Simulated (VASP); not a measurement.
Runs of VASP 6.6.1 on SiTe. The structure is that of space group Pm-3m (No. 221), or close to it. The cells are those of the table. 

```csv
cell,gap on the mesh (eV),pressure (GPa)
"a = 3.793 Å, 2 atoms",none,(a)
"a = 3.768 Å, 2 atoms",none,-7.1
"a = 3.818 Å, 2 atoms",none,-8.0
"a = 3.717 Å, 2 atoms",none,-6.0
```

Alike in all rows: task single point; level PBE; potentials or basis VASP PAW PBE potentials, release 64 (Si, Te); no spin polarisation; k mesh 7 × 7 × 7; cutoff (eV) 520; smearing fermi-dirac 0.05 eV.

Fill in the values left out.

(a) -7.6.

Caveats: spin-orbit coupling is left out, which moves the levels of the heavy elements.

A k mesh can miss the band edges, and the runs leave out spin-orbit coupling on Te.

A gap of «none» marks levels without a gap at the run's occupations.
